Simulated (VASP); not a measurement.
Sc, 1 atom in the cell. Symmetry: I4/mmm, No. 139, tetragonal system. The conventional cell has a = 3.807 Å, b = 3.807 Å, c = 4.824 Å, α = 90.00°, β = 90.00°, γ = 90.00°. Within 4.9 Å of Sc (site symmetry 4/mmm) lie 14 Sc at 3.61 to 4.82 Å. 

- Program: VASP 6.6.1
- Task: single point
- Functional: PBE
- Potentials or basis: VASP PAW PBE potentials, release 64 (Sc_sv)
- Cutoff: 500 eV
- k mesh: 9 × 9 × 9
- Occupations: fermi-dirac, width 0.1 eV
- Spin: no spin polarisation
- Dipole correction: no
- Further INCAR settings: ALGO = Normal; EDIFF = 1e-06; NBANDS = 12

Potentials or basis: VASP PAW PBE potentials, release 64 (Sc_sv).

The run is started by

```console
$ cat potpaw_PBE.64/Sc_sv/POTCAR > POTCAR
$ mpirun -np 1 vasp_std > vasp.out
```

Hardware: 1 thread of Intel(R) Xeon(R) Platinum 8375C CPU @ 2.90GHz (Ice Lake), with other jobs on the host.

**Question.** Estimate the wall time of this run.

**Answer.** Wall time 20 s on 1 thread of Intel(R) Xeon(R) Platinum 8375C CPU @ 2.90GHz (Ice Lake), with other jobs on the host, peak memory 0.17 GiB. Counts: scf iterations 12, k points 75.
